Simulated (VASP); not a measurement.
A run of VASP 6.6.1:

Contents of INCAR:

```
SYSTEM = B3Ru5
ALGO = Normal
EDIFF = 1E-7
EDIFFG = -0.01
ENCUT = 500
GGA = PE
GGA_COMPAT = .FALSE.
IBRION = 2
ISIF = 4
ISMEAR = 0
LASPH = .TRUE.
LCHARG = .FALSE.
LREAL = .FALSE.
LWAVE = .FALSE.
NELM = 120
NELMIN = 4
NSW = 50
PREC = Accurate
SIGMA = 0.1
```

The input KPOINTS:

```
k-points
0
G
  12 12 4
  0 0 0
```

File POSCAR:

```
B3Ru5
1.0
    2.7367682737      0.0000000000      0.0000000000
   -1.3683841368      2.3701108493      0.0000000000
    0.0000000000      0.0000000000     12.4846007621
B Ru
3 5
Direct
    0.3333333333      0.6666666667      0.7264475229
    0.3333333333      0.6666666667      0.5000000000
    0.3333333333      0.6666666667      0.2735524771
    0.0000000000      0.0000000000      0.8349090363
    0.0000000000      0.0000000000      0.3879439284
    0.0000000000      0.0000000000      0.6120560716
    0.0000000000      0.0000000000      0.1650909637
    0.3333333333      0.6666666667      0.0000000000
```

Potentials or basis: VASP PAW PBE potentials, release 64 (B, Ru_pv).

The run is started by

```bash
$ cat potpaw_PBE.64/B/POTCAR potpaw_PBE.64/Ru_pv/POTCAR > POTCAR
$ mpirun -np 1 vasp_std > vasp.out
```

Hardware: 1 thread of Intel Xeon 8259CL, on a shared host.

**Question.** How long does it take, and how much memory?

**Answer.** Wall time 18 min on 1 thread of Intel Xeon 8259CL (shared host), peak memory 0.3 GiB. Counts: scf iterations 45, k points 57, ion steps 4.
